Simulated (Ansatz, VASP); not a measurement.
## Two plane-wave programs on Co

```
Co
1.0
     3.91574    0.00000    0.00000
    -1.95787    3.39113    0.00000
     0.00000    0.00000    2.39719
Co
3
Direct
  0.00000 0.00000 0.00000
  0.33333 0.66667 0.50000
  0.66667 0.33333 0.50000
```

Alike in both runs: task single point; functional LDA; k mesh 11 × 11 × 15; occupations fermi-dirac, width 0.1 eV; no spin polarisation.

```csv
,VASP,Ansatz
version,VASP 6.6.1,Ansatz 0.2.0
potentials or method,"VASP PAW LDA potentials, release 64 (Co), cutoff 600 eV","plane waves (420 eV) with PAW, scalar-relativistic"
valence electrons in the cell,27,51
```

|  | VASP | Ansatz | Ansatz less VASP |
| --- | --- | --- | --- |
| pressure (GPa) | -19.3 | -19.0 | +0.35 |
| traceless stress, the component that is largest in VASP (GPa) | 1.04 | 1.07 | +0.031 |

Ansatz warns that its potentials were made for another functional, while VASP's fit it. LDA's correlation is that of Perdew and Zunger in VASP and of Perdew and Wang (1992) in Ansatz. VASP's potentials hold 27 valence electrons a cell and Ansatz's 51, so a difference there can come from the potentials and not from the codes.
